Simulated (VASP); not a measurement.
Input of a VASP 6.6.1 run:

POSCAR

```
SrCl2
1.0
    0.0000000000      3.4976509443      3.4976509443
    3.4976509443      0.0000000000      3.4976509443
    3.4976509443      3.4976509443      0.0000000000
Sr Cl
1 2
Direct
    0.0000000000      0.0000000000      0.0000000000
    0.2500000000      0.2500000000      0.2500000000
    0.7500000000      0.7500000000      0.7500000000
```

INCAR.step1

```
SYSTEM = SrCl2
PREC = Accurate
ENCUT = 520
EDIFF = 1E-5
ISMEAR = 1
SIGMA = 0.05
LREAL = .False.
LASPH = .True.
NELM = 100
ALGO = Normal
ISIF = 2
LWAVE = .True.
GGA = PE
NBANDS = 19
```

Contents of INCAR.step2:

```
SYSTEM = SrCl2
PREC = Accurate
ENCUT = 520
EDIFF = 1E-6
ISMEAR = 1
SIGMA = 0.05
LREAL = .False.
LASPH = .True.
NELM = 100
ALGO = Normal
ISIF = 2
LWAVE = .False.
LCHARG = .True.
GGA = PE
LHFCALC = .True.
HFSCREEN = 0.2079
PRECFOCK = Normal
LELF = .True.
LVHAR = .True.
ISTART = 1
NBANDS = 19
```

The input KPOINTS:

```
Automatic mesh
0
Gamma
  4 4 4
  0 0 0
```

Potentials or basis: VASP PAW PBE potentials, release 64 (Sr_sv, Cl).

Run with:

```console
$ cat potpaw_PBE.64/Sr_sv/POTCAR potpaw_PBE.64/Cl/POTCAR > POTCAR
$ cp INCAR.step1 INCAR
$ mpirun -np 1 vasp_std > vasp.out
$ cp INCAR.step2 INCAR
$ mpirun -np 1 vasp_std > vasp.out
```

(1) Estimate the pressure.

(2) Estimate the band gap on the k mesh.

Results:

(1) 0.3 GPa.

(2) 6.58 eV (least direct gap 6.82 eV).

Caveat: the PAW data sets were made with another functional, which shifts forces and pressure a little.
